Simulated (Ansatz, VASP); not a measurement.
**RbBr in VASP and in Ansatz**

```
Rb Br
1.0
     0.00000    3.42750    3.42750
     3.42750    0.00000    3.42750
     3.42750    3.42750    0.00000
Rb Br
1 1
Direct
  0.00000 0.00000 0.00000
  0.50438 0.50438 0.49562
```

Alike in both runs: task single point; functional PBE; k mesh 7 × 7 × 7; occupations fermi-dirac, width 0.03 eV; no spin polarisation.

|  | VASP | Ansatz |
| --- | --- | --- |
| version | VASP 6.6.1 | Ansatz 0.2.0 |
| potentials or method | VASP PAW PBE potentials, release 64 (Rb_sv, Br), cutoff 520 eV | all-electron LAPW, scalar-relativistic |

```csv
,VASP,Ansatz,Ansatz less VASP
gap on the k mesh at the Fermi level (eV),4.36,4.36,+0.003
pressure (GPa),1.0,1.0,-0.03
rms of the force components (eV/Å),0.022,0.022,-0.0002
```

Atom by atom the forces differ by 0.000 eV/Å (rms over components). Ansatz ran all-electron here, and VASP with PAW potentials.
